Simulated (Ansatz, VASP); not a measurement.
**One calculation of SiC, two programs**

```
CELL_PARAMETERS angstrom
3.05631 0.00000 0.00000
-1.52815 2.64684 0.00000
0.00000 0.00000 5.01633
ATOMIC_POSITIONS crystal
Si 0.33333 0.66667 0.00460
Si 0.66667 0.33333 0.50460
C 0.33333 0.66667 0.38040
C 0.66667 0.33333 0.88040
```

Alike in both runs: functional LDA; k mesh 12 × 12 × 6; occupations gaussian, width 0.02 eV; no spin polarisation.

Ansatz relaxed the structure, and its values are those at the end. VASP's run is a single point on that final structure, the one shown.

```csv
,VASP,Ansatz
version,VASP 6.6.1,Ansatz 0.2.0
potentials or method,"VASP PAW LDA potentials, release 64 (Si, C), cutoff 520 eV","scalar-relativistic, plane waves, PAW"
valence electrons in the cell,16,16
```

Ansatz gave:

| Item | Value |
| --- | --- |
| gap on the k mesh at the Fermi level (eV) | 2.13 |
| least direct gap on the mesh (eV) | 3.92 |
| pressure (GPa) | 0.0 |

**Question.** Which values does VASP return?

**Answer.** gap on the k mesh at the Fermi level (eV): 2.11; least direct gap on the mesh (eV): 3.91; pressure (GPa): 0.4.

Ansatz warns that its potentials were made for another functional, while VASP's fit it. LDA's correlation is that of Perdew and Zunger in VASP and of Perdew and Wang (1992) in Ansatz.
